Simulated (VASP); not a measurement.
Wanted: the native input for a VASP 6.6.1 run.

| Property | Result |
| --- | --- |
| Task | single point |
| Functional | PBE |
| Potentials or basis | VASP PAW PBE potentials, release 64 (Mg, O) |
| Cutoff | 520 eV |
| k mesh | 16 × 16 × 16 |
| Occupations | fermi-dirac, width 0.08 eV |
| Spin | no spin polarisation |
| Dipole correction | no |
| Further INCAR settings | ALGO = Normal; EDIFF = 1e-07; NBANDS = 11 |

The structure of MgO (CsCl type) lies in POSCAR:

```
MgO
1.0
    2.2542224073      0.0000000000      0.0000000000
    0.0000000000      2.2542224073      0.0000000000
    0.0000000000      0.0000000000      2.2542224073
Mg O
1 1
Direct
    0.0000000000      0.0000000000      0.0000000000
    0.5000000000      0.5000000000      0.5000000000
```

These files were run (other wordings do the same):

INCAR

```
SYSTEM = MgO
  PREC = Accurate
  ENCUT = 520
  EDIFF = 1E-7
  ISMEAR = -1
  SIGMA = 0.08
  LREAL = .FALSE.
  LASPH = .TRUE.
  NELM = 60
  ALGO = Normal
  ISIF = 2
  LWAVE = .FALSE.
  LCHARG = .FALSE.
  GGA = PE
  NBANDS = 11
```

KPOINTS

```
Automatic mesh
0
G
  16 16 16
  0 0 0
```

Potentials or basis: VASP PAW PBE potentials, release 64 (Mg, O).

The run is started by

```bash
$ cat potpaw_PBE.64/Mg/POTCAR potpaw_PBE.64/O/POTCAR > POTCAR
$ mpirun -np 1 vasp_std > vasp.out
```

Results of the run:

- Pressure: 190.9 GPa
- Band gap on the k mesh: 6.69 eV, direct

Wall time 10 s on 1 thread of Intel Xeon 6975P-C, with other jobs on the host, peak memory 0.14 GiB.
